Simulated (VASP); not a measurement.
A run of VASP 6.6.1 is set up as follows.

Contents of INCAR:

```
SYSTEM = RuS2
ALGO = Normal ; EDIFF = 1E-7
ENCUT = 520 ; GGA = PS
ISIF = 2 ; ISMEAR = 0
ISPIN = 2 ; LASPH = .True.
LCHARG = .False. ; LDAU = .True.
LDAUJ = 0.7 0 ; LDAUL = 2 -1
LDAUPRINT = 1 ; LDAUTYPE = 1
LDAUU = 4 0 ; LMAXMIX = 4
LORBIT = 11 ; LREAL = .False.
LWAVE = .False. ; MAGMOM = 4 0 0
NBANDS = 24 ; NELM = 150
PREC = Accurate ; SIGMA = 0.05
```

File KPOINTS:

```
k-points
0
Gamma
  6 6 4
  0 0 0
```

The input POSCAR:

```
RuS2
1.0
    3.1102166100     -1.9066246500      0.0000000000
    3.1102166100      1.9066246500      0.0000000000
   -0.0030620500      0.0000000000      4.3860576300
Ru S
1 2
Direct
    0.0000000000      0.0000000000      0.0000000000
    0.6879000000      0.6879000000      0.2889000000
    0.3121000000      0.3121000000      0.7111000000
```

Potentials or basis: VASP PAW PBE potentials, release 64 (Ru_pv, S).

Command:

```console
$ cat potpaw_PBE.64/Ru_pv/POTCAR potpaw_PBE.64/S/POTCAR > POTCAR
$ mpirun -np 1 vasp_std > vasp.out
```

Q: Estimate the site moments.

A: Ru +1.41; S +0.03 μB.

Q: Predict the largest force.

A: 1.346 eV/Å.

Forces in eV/Å, atoms in the order of the input:
```
Ru   0.000  0.000  0.000
S   -0.854  0.000 -1.040
S    0.854  0.000  1.040
```

Caveat: the PAW data sets were made with another functional, which shifts forces and pressure a little. The state reached can hang on the start; a lower one may exist.
